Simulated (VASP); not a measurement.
# Ge (Fd-3m) in VASP: further runs

Ge is run at these levels: PBE; tasks: single point.

All numbers are computed with VASP 6.6.1; they aren't measurements. Logs are shortened: lines on timing, memory, paths and dates and some standing lists are left out, and cuts for length are marked.

## Step 1: The cell of the first run

Symmetry: Fd-3m, No. 227, cubic system. Conventional cell: a = 5.620 Å, b = 5.620 Å, c = 5.620 Å, α = 90.00°, β = 90.00°, γ = 90.00°. Ge (site symmetry -43m) has 4 Ge at 2.43 Å within 3.2 Å.

## Step 2: Single point, PBE

INCAR reads:

```
SYSTEM = Ge
ALGO = Normal
EDIFF = 1E-6
ENCUT = 500
GGA = PE
GGA_COMPAT = .FALSE.
ISIF = 2
ISMEAR = 0
LASPH = .TRUE.
LCHARG = .FALSE.
LREAL = .FALSE.
LWAVE = .FALSE.
NBANDS = 21
NELM = 120
PREC = Accurate
SIGMA = 0.01
```

KPOINTS reads:

```
k-points
0
G
  6 6 6
  0 0 0
```

POSCAR reads:

```
Ge
1.0
    0.0000000000      2.8099234548      2.8099234548
    2.8099234548      0.0000000000      2.8099234548
    2.8099234548      2.8099234548      0.0000000000
Ge
2
Direct
    0.0000000000      0.0000000000      0.0000000000
    0.2500000000      0.2500000000      0.2500000000
```

Potentials or basis: VASP PAW PBE potentials, release 64 (Ge_d).

On the command line:

```
cat potpaw_PBE.64/Ge_d/POTCAR > POTCAR
mpirun -np 1 vasp_std > vasp.out
```

OUTCAR:

```text
SYSTEM = Ge
   EDIFF = 1E-6
   ENCUT = 500
   GGA = PE
   ISIF = 2
   ISMEAR = 0
   LASPH = .TRUE.
   LREAL = .FALSE.
   NELM = 120
   PREC = Accurate

 ion  position               nearest neighbor table
   1  0.000  0.000  0.000-   2 2.43   2 2.43   2 2.43   2 2.43
   2  0.250  0.250  0.250-   1 2.43   1 2.43   1 2.43   1 2.43

  LATTYP: Found a face centered cubic cell.
 ALAT       =     5.6198469096

  Lattice vectors:

 A1 = (   0.0000000000,   2.8099234548,   2.8099234548)
 A2 = (   2.8099234548,   0.0000000000,   2.8099234548)
 A3 = (   2.8099234548,   2.8099234548,   0.0000000000)

Analysis of symmetry for initial positions (statically):
=====================================================================
 Subroutine PRICEL returns:
 Original cell was already a primitive cell.

 Routine SETGRP: Setting up the symmetry group for a
 face centered cubic supercell.

 Subroutine GETGRP returns: Found 48 space group operations
 (whereof 24 operations were pure point group operations)
 out of a pool of 48 trial point group operations.

The static configuration has the point symmetry T_d .
 The point group associated with its full space group is O_h .

Analysis of symmetry for dynamics (positions and initial velocities):
=====================================================================
 Subroutine PRICEL returns:
 Original cell was already a primitive cell.

 Routine SETGRP: Setting up the symmetry group for a
 face centered cubic supercell.

 Subroutine GETGRP returns: Found 48 space group operations
 (whereof 24 operations were pure point group operations)
 out of a pool of 48 trial point group operations.

The dynamic configuration has the point symmetry T_d .
 The point group associated with its full space group is O_h .

 Subroutine INISYM returns: Found 48 space group operations
 (whereof 24 operations are pure point group operations),
 and found     1 'primitive' translations

----------------------------------------------------------------------------------------

                                     Primitive cell

  volume of cell :      44.3725

  direct lattice vectors                    reciprocal lattice vectors
     0.000000000  2.809923455  2.809923455    -0.177940790  0.177940790  0.177940790
     2.809923455  0.000000000  2.809923455     0.177940790 -0.177940790  0.177940790
     2.809923455  2.809923455  0.000000000     0.177940790  0.177940790 -0.177940790

  length of vectors
     3.973831859  3.973831859  3.973831859     0.308202489  0.308202489  0.308202489

  position of ions in fractional coordinates (direct lattice)
     0.000000000  0.000000000  0.000000000
     0.250000000  0.250000000  0.250000000

  ion indices of the primitive-cell ions
   primitive index   ion index
                 1           1
                 2           2

----------------------------------------------------------------------------------------

 KPOINTS: k-points

Automatic generation of k-mesh.
 Grid dimensions read from file:
 generate k-points for:    6    6    6

 Generating k-lattice:

  Cartesian coordinates                     Fractional coordinates (reciprocal lattice)
    -0.029656798  0.029656798  0.029656798     0.166666667  0.000000000  0.000000000
     0.029656798 -0.029656798  0.029656798     0.000000000  0.166666667  0.000000000
     0.029656798  0.029656798 -0.029656798     0.000000000  0.000000000  0.166666667

  Length of vectors
     0.051367082  0.051367082  0.051367082

  Shift w.r.t. Gamma in fractional coordinates (k-lattice)
     0.000000000  0.000000000  0.000000000

 Subroutine IBZKPT returns following result:
 ===========================================

 Found     16 irreducible k-points:

 Following reciprocal coordinates:
            Coordinates               Weight
  0.000000  0.000000  0.000000      1.000000
  0.166667  0.000000  0.000000      8.000000
  0.333333  0.000000  0.000000      8.000000
  0.500000  0.000000  0.000000      4.000000
  0.166667  0.166667  0.000000      6.000000
  0.333333  0.166667  0.000000     24.000000
[... 8 lines left out ...]
 -0.333333  0.333333  0.166667     24.000000
 -0.333333  0.500000  0.166667     12.000000
   k-points           NKPTS =     16   k-points in BZ     NKDIM =     16   number of bands    NBANDS=     21
   number of dos      NEDOS =    301   number of ions     NIONS =      2
   total plane-waves  NPLWV =  27000
   dimension x,y,z NGX =    30 NGY =   30 NGZ =   30
   dimension x,y,z NGXF=    60 NGYF=   60 NGZF=   60
   ions per type =               2
   NGX,Y,Z   is equivalent  to a cutoff of  12.55, 12.55, 12.55 a.u.
   NGXF,Y,Z  is equivalent  to a cutoff of  25.10, 25.10, 25.10 a.u.
 SYSTEM =  Ge
   PREC   = accura    normal or accurate (medium, high low for compatibility)
   ISTART =      0    job   : 0-new  1-cont  2-samecut
   ICHARG =      2    charge: 1-file 2-atom 10-const
   ISPIN  =      1    spin polarized calculation?
   LNONCOLLINEAR =      F non collinear calculations
   LSORBIT =      F    spin-orbit coupling
   LASPH  =      T    aspherical Exc in radial PAW
   ENCUT  =  500.0 eV  36.75 Ry    6.06 a.u.   7.25  7.25  7.25*2*pi/ulx,y,z
   NELM   =    120;   NELMIN=  2; NELMDL= -5     # of ELM steps
   EDIFF  = 0.1E-05   stopping-criterion for ELM
   LREAL  =      F    real-space projection
   EDIFFG = 0.1E-04   stopping-criterion for IOM
   NSW    =      0    number of steps for IOM
   IBRION =     -1    ionic relax: 0-MD 1-quasi-New 2-CG
   NFREE  =      0    steps in history (QN), initial steepest desc. (CG)
   ISIF   =      2    stress and relaxation
   ISYM   =      2    0-nonsym 1-usesym 2-fastsym
   POTIM  = 0.5000    time-step for ionic-motion
   TEBEG  =    0.0;   TEEND  =   0.0 temperature during run
   PSTRESS=    0.0 pullay stress
   NELECT =      28.0000    total number of electrons
   NUPDOWN=      -1.0000    fix difference up-down
   EMIN   =  10.00;   EMAX   =-10.00  energy-range for DOS
   EFERMI =   0.00;   METHOD = LEGACY
   ISMEAR =     0;   SIGMA  =   0.01  broadening in eV -4-tet -1-fermi 0-gaus
   EFERMI_NEDOS =   21; number of points for ismear=-14 and -15
   IALGO  =     38    algorithm
   IMIX   =      4    mixing-type and parameters
     AMIX     =   0.40;   BMIX     =  1.00
     AMIX_MAG =   1.60;   BMIX_MAG =  1.00
  volume/ion in A,a.u.               =      22.19       149.72
  Fermi-wavevector in a.u.,A,eV,Ry     =   1.404181  2.653517 26.826929  1.971724
  Thomas-Fermi vector in A             =   2.526768
   LORBIT       =      0    0 simple, 1 ext, 2 COOP (PROOUT), +10 PAW based schemes
   GGA     = PE    functional components
   LHFCALC =     F    Hartree Fock is set to
   AEXX    =    0.0000 exact exchange contribution
   IVDW    =     0    specifies the selected vdW correction
   LEPSILON=     F    determine dielectric tensor
   LRPA    =     F    only Hartree local field effects (RPA)
 non-spin polarized calculation
 Gauss-broadening in eV      SIGMA  =   0.01
  energy-cutoff  :      500.00
  volume of cell :       44.37
 maximum number of plane-waves:      1158
 NGX is ok and might be reduce to    30
   NGX = 15   NGY = 15   NGZ = 15

 number of electron      28.0000033 magnetization

 Free energy of the ion-electron system (eV)
  ---------------------------------------------------
  ext. energy  EPLUGINS =         0.00000000
  ---------------------------------------------------
  free energy    TOTEN  =        -8.94031283 eV

  energy without entropy =       -8.94031283  energy(sigma->0) =       -8.94031283

 E-fermi :   5.3214     XC(G=0): -10.0138

 val. band max:        5.2008077752   @ k =   0.0000   0.0000   0.0000
 cond. band min:       5.4224525733   @ k =   0.0000   0.0000   0.0000
 fundamental gap:      0.2216447981
 Fermi energy:         5.3214114395

 k-point     1 :       0.0000    0.0000    0.0000
  band No.  band energies     occupation
      1     -19.6439      2.00000
      2     -19.6439      2.00000
      3     -19.6439      2.00000
      4     -19.6064      2.00000
      5     -19.6064      2.00000
      6     -19.3846      2.00000
[... 13 lines left out ...]
     20      14.7325      0.00000
     21      14.7325      0.00000

 k-point     2 :       0.1667    0.0000    0.0000
  band No.  band energies     occupation
      1     -19.6566      2.00000
      2     -19.6566      2.00000
      3     -19.6395      2.00000
      4     -19.5879      2.00000
      5     -19.5879      2.00000
      6     -19.4020      2.00000
[... 13 lines left out ...]
     20      13.5773      0.00000
     21      13.5773      0.00000

 k-point     3 :       0.3333    0.0000    0.0000
  band No.  band energies     occupation
      1     -19.6672      2.00000
      2     -19.6672      2.00000
      3     -19.6304      2.00000
      4     -19.5678      2.00000
      5     -19.5678      2.00000
      6     -19.4167      2.00000
[... 13 lines left out ...]
     20      14.2248      0.00000
     21      14.2248      0.00000

 k-point     4 :       0.5000    0.0000    0.0000
  band No.  band energies     occupation
      1     -19.6696      2.00000
      2     -19.6696      2.00000
      3     -19.6257      2.00000
      4     -19.5623      2.00000
      5     -19.5623      2.00000
      6     -19.4199      2.00000
[... 13 lines left out ...]
     20      16.5291      0.00000
     21      16.5365      0.00000

 k-point     5 :       0.1667    0.1667    0.0000
  band No.  band energies     occupation
      1     -19.6539      2.00000
      2     -19.6539      2.00000
      3     -19.6538      2.00000
      4     -19.5897      2.00000
      5     -19.5666      2.00000
      6     -19.4380      2.00000
[... 13 lines left out ...]
     20      13.6909      0.00000
     21      15.2101      0.00000
[... 190 lines left out ...]
     20      17.0186      0.00000
     21      18.1557      0.00000

 k-point    14 :       0.5000    0.3333    0.1667
  band No.  band energies     occupation
      1     -19.6853      2.00000
      2     -19.6822      2.00000
      3     -19.6032      2.00000
      4     -19.5463      2.00000
      5     -19.5099      2.00000
      6     -19.4933      2.00000
[... 13 lines left out ...]
     20      15.2608      0.00000
     21      17.7599      0.00000

 k-point    15 :      -0.3333    0.3333    0.1667
  band No.  band energies     occupation
      1     -19.6960      2.00000
      2     -19.6851      2.00000
      3     -19.5801      2.00000
      4     -19.5272      2.00000
      5     -19.5032      2.00000
      6     -19.4950      2.00000
[... 13 lines left out ...]
     20      17.1293      0.00000
     21      17.2785      0.00000

 k-point    16 :      -0.3333    0.5000    0.1667
  band No.  band energies     occupation
      1     -19.6911      2.00000
      2     -19.6911      2.00000
      3     -19.5588      2.00000
      4     -19.5588      2.00000
      5     -19.4888      2.00000
      6     -19.4888      2.00000
[... 13 lines left out ...]
     20      16.4057      0.00000
     21      18.2908      0.00000

------------------------ aborting loop because EDIFF is reached ----------------------------------------

  FORCE on cell =-STRESS in cart. coord.  units (eV):
  Direction    XX          YY          ZZ          XY          YZ          ZX
  --------------------------------------------------------------------------------------
  -------------------------------------------------------------------------------------
  Total        1.3682636      1.3682636      1.3682636      0.0000000      0.0000000     -0.0000000
  in kB       49.4045437     49.4045437     49.4045437      0.0000000      0.0000000     -0.0000000
  external PRESSURE =      49.4045437 kB  Pullay stress =       0.0000000 kB

 VOLUME and BASIS-vectors are now :
 -----------------------------------------------------------------------------
  energy-cutoff  :      500.00
  volume of cell :       44.37
      direct lattice vectors                 reciprocal lattice vectors
     0.000000000  2.809923455  2.809923455    -0.177940790  0.177940790  0.177940790
     2.809923455  0.000000000  2.809923455     0.177940790 -0.177940790  0.177940790
     2.809923455  2.809923455  0.000000000     0.177940790  0.177940790 -0.177940790

 POSITION                                       TOTAL-FORCE (eV/Angst)
 -----------------------------------------------------------------------------------
      0.00000      0.00000      0.00000         0.000000      0.000000      0.000000
      1.40496      1.40496      1.40496        -0.000000     -0.000000     -0.000000
 -----------------------------------------------------------------------------------
    total drift:                                0.000000      0.000000      0.000000

  FREE ENERGIE OF THE ION-ELECTRON SYSTEM (eV)
  ---------------------------------------------------
  free  energy   TOTEN  =        -8.9403128323 eV

  energy  without entropy=       -8.9403128323  energy(sigma->0) =       -8.94031283
```

Run time: 15 s. Hardware: 1 thread of Intel Xeon 6975P-C (Granite Rapids), shared host; peak memory 0.15 GiB.

Results:

| Property | Result |
| --- | --- |
| Free energy | -8.9403 eV |
| Pressure | 4.9 GPa |
| Band gap on the k mesh | 0.22 eV, direct |

Levels at points of the mesh, in eV from the valence-band top:
| k point | band 12 | band 13 | band 14 | band 15 | band 16 | band 17 |
| --- | --- | --- | --- | --- | --- | --- |
| (0.00, 0.00, 0.00) | 0.00 | 0.00 | 0.00 | 0.22 | 2.56 | 2.56 |
| (0.50, 0.00, 0.00) | -7.69 | -1.44 | -1.44 | 0.25 | 3.76 | 3.76 |
| (0.50, 0.50, 0.00) | -8.96 | -3.15 | -3.15 | 0.73 | 0.73 | 9.68 |

A k mesh can miss the band edges.

## Step 3: Single point, PBE

This run uses another cell than the first one, of 22.64 Å³/atom, 1.020 times its volume.

INCAR reads:

```
SYSTEM = Ge
PREC = Accurate
ENCUT = 500
EDIFF = 1E-6
ISMEAR = 0
SIGMA = 0.01
LREAL = .False.
LASPH = .True.
NELM = 120
ALGO = Normal
ISIF = 2
LWAVE = .False.
LCHARG = .True.
GGA = PE
LELF = .True.
LVHAR = .True.
NBANDS = 21
GGA_COMPAT = .False.
```

KPOINTS reads:

```
Automatic mesh
0
Gamma
  6 6 6
  0 0 0
```

POSCAR reads:

```
Ge
1.0
    0.0000000000      2.8289100000      2.8289100000
    2.8289100000      0.0000000000      2.8289100000
    2.8289100000      2.8289100000      0.0000000000
Ge
2
Direct
    0.0000000000      0.0000000000      0.0000000000
    0.2500000000      0.2500000000      0.2500000000
```

Potentials or basis: VASP PAW PBE potentials, release 64 (Ge_d).

On the command line:

```
cat potpaw_PBE.64/Ge_d/POTCAR > POTCAR
mpirun -np 1 vasp_std > vasp.out
```

It took 20 s on 1 thread of Intel Xeon 6975P-C (Granite Rapids), shared host; peak memory 0.16 GiB.

The run converged. Its results:

```
Free energy            : -8.9644 eV
Pressure               : 3.3 GPa
Band gap on the k mesh : 0.04 eV, direct
```

Levels at points of the mesh, in eV from the valence-band top:
```csv
k point,band 10,band 11,band 12,band 13,band 14,band 15,band 16,band 17,band 18,band 19
"(0.00, 0.00, 0.00)",-24.56,-12.77,0.00,0.00,0.00,0.04,2.55,2.55,2.55,6.43
"(0.50, 0.00, 0.00)",-24.53,-10.68,-7.60,-1.41,-1.41,0.18,3.75,3.75,7.13,10.57
"(0.50, 0.50, 0.00)",-24.51,-8.89,-8.89,-3.07,-3.07,0.75,0.75,9.52,9.52,11.61
```
